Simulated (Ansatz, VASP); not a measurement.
**TiO2: VASP beside Ansatz**

```
Ti O
1.0
     3.49063    0.00000    0.00000
     0.00000    3.49063    0.00000
     0.00000    0.00000    5.09795
Ti O
2 4
Cartesian
  1.7453 1.7453 2.5490
  0.0000 0.0000 0.0000
  0.0000 1.7453 3.5342
  1.7453 0.0000 4.1128
  1.7453 0.0000 1.5638
  0.0000 1.7453 0.9852
```

Alike in both runs: task relaxation of cell and atoms; functional PBE; k mesh 6 × 6 × 4; occupations gaussian, width 0.1 eV; no spin polarisation.

|  | VASP | Ansatz |
| --- | --- | --- |
| version | VASP 6.6.1 | Ansatz 0.2.0 |
| potentials or method | VASP PAW PBE potentials, release 64 (Ti_sv, O), cutoff 600 eV | scalar-relativistic, plane waves, PAW |
| valence electrons in the cell | 48 | 48 |

|  | VASP | Ansatz | Ansatz less VASP |
| --- | --- | --- | --- |
| gap on the k mesh at the Fermi level, each at its own relaxed structure (eV) | 2.48 | 2.54 | +0.063 |
| relaxed volume (Å³/atom) | 10.15 | 10.19 | +0.039 |
| relaxed length of the cell vector where the two differ most in proportion (Å) | 5.281 | 5.311 | +0.0303 |
